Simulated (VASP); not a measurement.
# HfC (Fm-3m) in VASP: notebook

HfC is run at these levels: PBE, LDA, PBEsol; tasks: single point.

Program: VASP 6.6.1. These are calculated values, not measurements. Logs are shortened: lines on timing, memory, paths and dates and some standing lists are left out, and cuts for length are marked.

### 1 The cell of the first run

Symmetry: Fm-3m, No. 225, cubic system. Conventional cell: a = 4.650 Å, b = 4.650 Å, c = 4.650 Å, α = 90.00°, β = 90.00°, γ = 90.00°. Hf (site symmetry m-3m) has 6 C at 2.33 Å within 3.1 Å. Within 3.1 Å of C (site symmetry m-3m) lie 6 Hf at 2.33 Å.

### 2 Single point, PBE

INCAR

```
  PREC = Accurate
  ENCUT = 520
  EDIFF = 1E-6
  ISMEAR = -1
  SIGMA = 0.05
  LREAL = False
  LASPH = True
  NELM = 100
  ALGO = Normal
  ISIF = 2
  LWAVE = False
  LCHARG = True
  GGA = PE
  LELF = True
  LVHAR = True
  NBANDS = 14
```

KPOINTS

```
Automatic mesh
0
Gamma
  8 8 8
```

POSCAR

```
HfC
1.0
    0.0000000000      2.3250000000      2.3250000000
    2.3250000000      0.0000000000      2.3250000000
    2.3250000000      2.3250000000      0.0000000000
Hf C
1 1
Direct
    0.5000000000      0.5000000000      0.5000000000
    0.0000000000      0.0000000000      0.0000000000
```

Potentials or basis: VASP PAW PBE potentials, release 64 (Hf_pv, C).

Command:

```bash
> cat potpaw_PBE.64/Hf_pv/POTCAR potpaw_PBE.64/C/POTCAR > POTCAR
> mpirun -np 1 vasp_std > vasp.out
```

OUTCAR:

```text
PREC = Accurate
   ENCUT = 520
   EDIFF = 1E-6
   ISMEAR = -1
   LREAL = False
   LASPH = True
   NELM = 100
   ISIF = 2
   GGA = PE

 ion  position               nearest neighbor table
   1  0.500  0.500  0.500-   2 2.33   2 2.33   2 2.33   2 2.33   2 2.33   2 2.33
   2  0.000  0.000  0.000-   1 2.33   1 2.33   1 2.33   1 2.33   1 2.33   1 2.33

  LATTYP: Found a face centered cubic cell.
 ALAT       =     4.6500000000

  Lattice vectors:

 A1 = (   0.0000000000,   2.3250000000,   2.3250000000)
 A2 = (   2.3250000000,   0.0000000000,   2.3250000000)
 A3 = (   2.3250000000,   2.3250000000,   0.0000000000)

Analysis of symmetry for initial positions (statically):
=====================================================================
 Subroutine PRICEL returns:
 Original cell was already a primitive cell.

 Routine SETGRP: Setting up the symmetry group for a
 face centered cubic supercell.

 Subroutine GETGRP returns: Found 48 space group operations
 (whereof 48 operations were pure point group operations)
 out of a pool of 48 trial point group operations.

The static configuration has the point symmetry O_h .

Analysis of symmetry for dynamics (positions and initial velocities):
=====================================================================
 Subroutine PRICEL returns:
 Original cell was already a primitive cell.

 Routine SETGRP: Setting up the symmetry group for a
 face centered cubic supercell.

 Subroutine GETGRP returns: Found 48 space group operations
 (whereof 48 operations were pure point group operations)
 out of a pool of 48 trial point group operations.

The dynamic configuration has the point symmetry O_h .

 Subroutine INISYM returns: Found 48 space group operations
 (whereof 48 operations are pure point group operations),
 and found     1 'primitive' translations

----------------------------------------------------------------------------------------

                                     Primitive cell

  volume of cell :      25.1362

  direct lattice vectors                    reciprocal lattice vectors
     0.000000000  2.325000000  2.325000000    -0.215053763  0.215053763  0.215053763
     2.325000000  0.000000000  2.325000000     0.215053763 -0.215053763  0.215053763
     2.325000000  2.325000000  0.000000000     0.215053763  0.215053763 -0.215053763

  length of vectors
     3.288046533  3.288046533  3.288046533     0.372484045  0.372484045  0.372484045

  position of ions in fractional coordinates (direct lattice)
     0.500000000  0.500000000  0.500000000
     0.000000000  0.000000000  0.000000000

  ion indices of the primitive-cell ions
   primitive index   ion index
                 1           1
                 2           2

----------------------------------------------------------------------------------------

 KPOINTS: Automatic mesh

Automatic generation of k-mesh.
 Grid dimensions read from file:
 generate k-points for:    8    8    8

 Generating k-lattice:

  Cartesian coordinates                     Fractional coordinates (reciprocal lattice)
    -0.026881720  0.026881720  0.026881720     0.125000000  0.000000000  0.000000000
     0.026881720 -0.026881720  0.026881720     0.000000000  0.125000000  0.000000000
     0.026881720  0.026881720 -0.026881720     0.000000000  0.000000000  0.125000000

  Length of vectors
     0.046560506  0.046560506  0.046560506

  Shift w.r.t. Gamma in fractional coordinates (k-lattice)
     0.000000000  0.000000000  0.000000000

 Subroutine IBZKPT returns following result:
 ===========================================

 Found     29 irreducible k-points:

 Following reciprocal coordinates:
            Coordinates               Weight
  0.000000  0.000000  0.000000      1.000000
  0.125000  0.000000  0.000000      8.000000
  0.250000  0.000000  0.000000      8.000000
  0.375000  0.000000  0.000000      8.000000
  0.500000  0.000000  0.000000      4.000000
  0.125000  0.125000  0.000000      6.000000
[... 16 lines left out ...]
  0.500000  0.250000  0.125000     48.000000
 -0.375000  0.250000  0.125000     24.000000
 [... further k-points ...]
   k-points           NKPTS =     29   k-points in BZ     NKDIM =     29   number of bands    NBANDS=     14
   number of dos      NEDOS =    301   number of ions     NIONS =      2
   total plane-waves  NPLWV =  13824
   dimension x,y,z NGX =    24 NGY =   24 NGZ =   24
   dimension x,y,z NGXF=    48 NGYF=   48 NGZF=   48
   ions per type =               1   1
   NGX,Y,Z   is equivalent  to a cutoff of  12.13, 12.13, 12.13 a.u.
   NGXF,Y,Z  is equivalent  to a cutoff of  24.27, 24.27, 24.27 a.u.
 SYSTEM =  unknown system
   PREC   = accura    normal or accurate (medium, high low for compatibility)
   ISTART =      0    job   : 0-new  1-cont  2-samecut
   ICHARG =      2    charge: 1-file 2-atom 10-const
   ISPIN  =      1    spin polarized calculation?
   LNONCOLLINEAR =      F non collinear calculations
   LSORBIT =      F    spin-orbit coupling
   LASPH  =      T    aspherical Exc in radial PAW
   ENCUT  =  520.0 eV  38.22 Ry    6.18 a.u.   6.11  6.11  6.11*2*pi/ulx,y,z
   NELM   =    100;   NELMIN=  2; NELMDL= -5     # of ELM steps
   EDIFF  = 0.1E-05   stopping-criterion for ELM
   LREAL  =      F    real-space projection
   EDIFFG = 0.1E-04   stopping-criterion for IOM
   NSW    =      0    number of steps for IOM
   IBRION =     -1    ionic relax: 0-MD 1-quasi-New 2-CG
   NFREE  =      0    steps in history (QN), initial steepest desc. (CG)
   ISIF   =      2    stress and relaxation
   ISYM   =      2    0-nonsym 1-usesym 2-fastsym
   POTIM  = 0.5000    time-step for ionic-motion
   TEBEG  =    0.0;   TEEND  =   0.0 temperature during run
   PSTRESS=    0.0 pullay stress
   NELECT =      14.0000    total number of electrons
   NUPDOWN=      -1.0000    fix difference up-down
   EMIN   =  10.00;   EMAX   =-10.00  energy-range for DOS
   EFERMI =   0.00;   METHOD = LEGACY
   ISMEAR =    -1;   SIGMA  =   0.05  broadening in eV -4-tet -1-fermi 0-gaus
   EFERMI_NEDOS =   21; number of points for ismear=-14 and -15
   IALGO  =     38    algorithm
   IMIX   =      4    mixing-type and parameters
     AMIX     =   0.40;   BMIX     =  1.00
     AMIX_MAG =   1.60;   BMIX_MAG =  1.00
  volume/ion in A,a.u.               =      12.57        84.81
  Fermi-wavevector in a.u.,A,eV,Ry     =   1.346949  2.545365 24.684672  1.814272
  Thomas-Fermi vector in A             =   2.474740
   LORBIT       =      0    0 simple, 1 ext, 2 COOP (PROOUT), +10 PAW based schemes
   GGA     = PE    functional components
[... 5 lines left out ...]
 non-spin polarized calculation
  energy-cutoff  :      520.00
  volume of cell :       25.14
 maximum number of plane-waves:       700
   NGX = 13   NGY = 13   NGZ = 13

 number of electron      14.0000000 magnetization

 Free energy of the ion-electron system (eV)
  ---------------------------------------------------
  ext. energy  EPLUGINS =         0.00000000
  ---------------------------------------------------
  free energy    TOTEN  =       -21.04286009 eV

  energy without entropy =      -21.04036582  energy(sigma->0) =      -21.04161295

 E-fermi :   5.8768     XC(G=0): -12.2850

 val. band max:        5.8575407528   @ k =   0.5000   0.5000   0.0000
 cond. band min:       5.9357099173   @ k =   0.1250   0.1250   0.0000
 fundamental gap:      0.0781691644
 Fermi energy:         5.8767637785

 k-point     1 :       0.0000    0.0000    0.0000
  band No.  band energies     occupation
      1     -23.6187      2.00000
      2     -23.6187      2.00000
      3     -23.6187      2.00000
      4      -6.3550      2.00000
      5       6.9547      0.00000
      6       6.9547      0.00000
      7       6.9547      0.00000
      8       7.3448      0.00000
      9       7.3448      0.00000
     10       7.3448      0.00000
     11       9.3441      0.00000
     12       9.3441      0.00000
     13      12.7824      0.00000
     14      16.9537      0.00000

 k-point     2 :       0.1250    0.0000    0.0000
  band No.  band energies     occupation
      1     -23.7236      2.00000
      2     -23.6288      2.00000
      3     -23.6288      2.00000
      4      -5.9690      2.00000
      5       5.1483      2.00000
      6       5.6443      1.98106
      7       5.6443      1.98106
      8       7.9020      0.00000
      9       7.9020      0.00000
     10       8.2600      0.00000
     11      10.9040      0.00000
     12      10.9040      0.00000
     13      13.5995      0.00000
     14      18.0069      0.00000

 k-point     3 :       0.2500    0.0000    0.0000
  band No.  band energies     occupation
      1     -23.9678      2.00000
      2     -23.6532      2.00000
      3     -23.6532      2.00000
      4      -4.9293      2.00000
      5       2.9213      2.00000
      6       4.2079      2.00000
      7       4.2079      2.00000
      8       8.9443      0.00000
      9       8.9992      0.00000
     10       8.9992      0.00000
     11      13.4920      0.00000
     12      13.4920      0.00000
     13      14.9587      0.00000
     14      19.6953      0.00000
[... 324 lines left out ...]
 k-point    23 :       0.5000    0.2500    0.1250
  band No.  band energies     occupation
      1     -24.1393      2.00000
      2     -23.8451      2.00000
      3     -23.7253      2.00000
      4      -3.5854      2.00000
      5       1.3235      2.00000
      6       3.3597      2.00000
      7       3.7061      2.00000
      8       8.5723      0.00000
      9      11.3694      0.00000
     10      11.6553      0.00000
     11      13.2771      0.00000
     12      15.2888      0.00000
     13      17.6245      0.00000
     14      18.9734      0.00000

 k-point    24 :      -0.3750    0.2500    0.1250
  band No.  band energies     occupation
      1     -24.1925      2.00000
      2     -23.8629      2.00000
      3     -23.7459      2.00000
      4      -3.2057      2.00000
      5       0.9761      2.00000
      6       3.1958      2.00000
      7       3.4754      2.00000
      8       9.8470      0.00000
      9      10.1632      0.00000
     10      11.9875      0.00000
     11      14.8354      0.00000
     12      15.4828      0.00000
     13      16.9499      0.00000
     14      19.2166      0.00000

 [... further k-points ...]
[... 5 lines left out ...]
  --------------------------------------------------------------------------------------
  -------------------------------------------------------------------------------------
  Total       -0.0704237     -0.0704237     -0.0704237      0.0000000      0.0000000      0.0000000
  in kB       -4.4888055     -4.4888055     -4.4888055      0.0000000      0.0000000      0.0000000
  external PRESSURE =      -4.4888055 kB  Pullay stress =       0.0000000 kB

 VOLUME and BASIS-vectors are now :
 -----------------------------------------------------------------------------
  energy-cutoff  :      520.00
  volume of cell :       25.14
      direct lattice vectors                 reciprocal lattice vectors
     0.000000000  2.325000000  2.325000000    -0.215053763  0.215053763  0.215053763
     2.325000000  0.000000000  2.325000000     0.215053763 -0.215053763  0.215053763
     2.325000000  2.325000000  0.000000000     0.215053763  0.215053763 -0.215053763

 POSITION                                       TOTAL-FORCE (eV/Angst)
 -----------------------------------------------------------------------------------
      2.32500      2.32500      2.32500         0.000000     -0.000000      0.000000
      0.00000      0.00000      0.00000        -0.000000      0.000000     -0.000000
 -----------------------------------------------------------------------------------
    total drift:                                0.000000     -0.000000      0.000000

  FREE ENERGIE OF THE ION-ELECTRON SYSTEM (eV)
  ---------------------------------------------------
  free  energy   TOTEN  =       -21.0428600873 eV

  energy  without entropy=      -21.0403658150  energy(sigma->0) =      -21.04161295
```

It took 7.4 s on 1 thread of AMD EPYC 7R13 (Zen 3), shared host; peak memory 0.11 GiB.

Results:

```
Free energy            : -21.0429 eV
Pressure               : -0.4 GPa
Band gap on the k mesh : zero (band 7 reaches 6.95 eV, above the bottom of band 8 at 5.53 eV)
```

Levels at points of the mesh, in eV from the Fermi level:
| k point | band 3 | band 4 | band 5 | band 6 | band 7 | band 8 | band 9 | band 10 | band 11 | band 12 |
| --- | --- | --- | --- | --- | --- | --- | --- | --- | --- | --- |
| (0.00, 0.00, 0.00) | -29.50 | -12.23 | 1.08 | 1.08 | 1.08 | 1.47 | 1.47 | 1.47 | 3.47 | 3.47 |
| (0.50, 0.00, 0.00) | -29.56 | -8.49 | -6.06 | -2.90 | -2.90 | 5.39 | 5.39 | 5.86 | 6.63 | 11.47 |
| (0.50, 0.50, 0.00) | -29.73 | -10.33 | -2.51 | -1.69 | -0.02 | -0.02 | 5.39 | 6.81 | 6.81 | 8.51 |

Caveat: spin-orbit coupling is left out, which moves the levels of the heavy elements.

### 3 Single point, LDA

This run uses another cell than the first one, of 11.95 Å³/atom, 0.951 times its volume.

INCAR

```
PREC = Accurate
ENCUT = 520
EDIFF = 1E-6
ISMEAR = -1
SIGMA = 0.05
LREAL = False
LASPH = True
NELM = 60
ALGO = Normal
ISIF = 2
LWAVE = False
LCHARG = False
GGA = CA
NBANDS = 14
```

KPOINTS

```
regular mesh
0
Gamma
  10 10 10
```

POSCAR

```
HfC
1.0
    0.0000000000      2.2864470234      2.2864470234
    2.2864470234      0.0000000000      2.2864470234
    2.2864470234      2.2864470234      0.0000000000
Hf C
1 1
Direct
    0.5000000000      0.5000000000      0.5000000000
    0.0000000000      0.0000000000      0.0000000000
```

Potentials or basis: VASP PAW LDA potentials, release 64 (Hf_pv, C).

Command:

```bash
> cat potpaw_LDA.64/Hf_pv/POTCAR potpaw_LDA.64/C/POTCAR > POTCAR
> mpirun -np 1 vasp_std > vasp.out
```

Run time: 9.3 s. Hardware: 1 thread of AMD EPYC 7R13 (Zen 3), shared host; peak memory 0.1 GiB.

Results (log left out):

```yaml
Free_energy: -22.8928 eV
Pressure: 0.6 GPa
Band_gap_on_the_k_mesh: zero (band 7 reaches 7.30 eV, above the bottom of band 8 at 5.88 eV)
```

Levels at points of the mesh, in eV from the Fermi level:
```
           k point  band 3  band 4  band 5  band 6  band 7  band 8  band 9  band 10  band 11  band 12
(0.00, 0.00, 0.00)  -29.18  -12.42    1.03    1.03    1.03    1.29    1.29     1.29     3.46     3.46
(0.50, 0.00, 0.00)  -29.26   -8.27   -6.38   -3.19   -3.19    5.48    5.48     6.00     6.87    11.96
(0.50, 0.50, 0.00)  -29.47  -10.48   -2.45   -2.03   -0.01   -0.01    5.52     7.01     7.01     9.00
```

Caveat: spin-orbit coupling is left out, which moves the levels of the heavy elements.

[end of part 1 of 2]
